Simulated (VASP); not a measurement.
Here is a VASP 6.6.1 calculation.

The input INCAR:

```
SYSTEM = SnSe2
PREC = Accurate
ENCUT = 520
EDIFF = 1E-6
ISMEAR = 0
SIGMA = 0.01
LREAL = .False.
LASPH = .True.
NELM = 60
ALGO = Normal
ISIF = 2
LWAVE = .False.
LCHARG = .False.
GGA = PE
NBANDS = 20
```

The input KPOINTS:

```
regular mesh
0
Gamma
  6 6 4
  0 0 0
```

File POSCAR:

```
SnSe2
1.0
    3.8757759805      0.0000000000      0.0000000000
   -1.9378879903      3.3565204585      0.0000000000
    0.0000000000      0.0000000000      6.9833386860
Sn Se
1 2
Direct
    0.0000000000      0.0000000000      0.0000000000
    0.3333333333      0.6666666667      0.2280334714
    0.6666666667      0.3333333333      0.7719665286
```

Potentials or basis: VASP PAW PBE potentials, release 64 (Sn_d, Se).

Run with:

```sh
$ cat potpaw_PBE.64/Sn_d/POTCAR potpaw_PBE.64/Se/POTCAR > POTCAR
$ mpirun -np 1 vasp_std > vasp.out
```

**Question.** Estimate the band gap on the k mesh.

**Answer.** 0.70 eV, indirect (least direct gap 1.08 eV).

**Question.** Estimate the pressure.

**Answer.** 0.0 GPa.

**Question.** What does it give for the largest force?

**Answer.** 0.011 eV/Å.

Forces in eV/Å, atoms in the order of the input:
```
Sn   0.000  0.000  0.000
Se   0.000  0.000  0.011
Se   0.000  0.000 -0.011
```

Caveat: spin-orbit coupling is left out, which moves the levels of the heavy elements; this functional lacks dispersion, which binds the layers, so the pressure and a relaxed spacing across them are unreliable. A k mesh can miss the band edges.
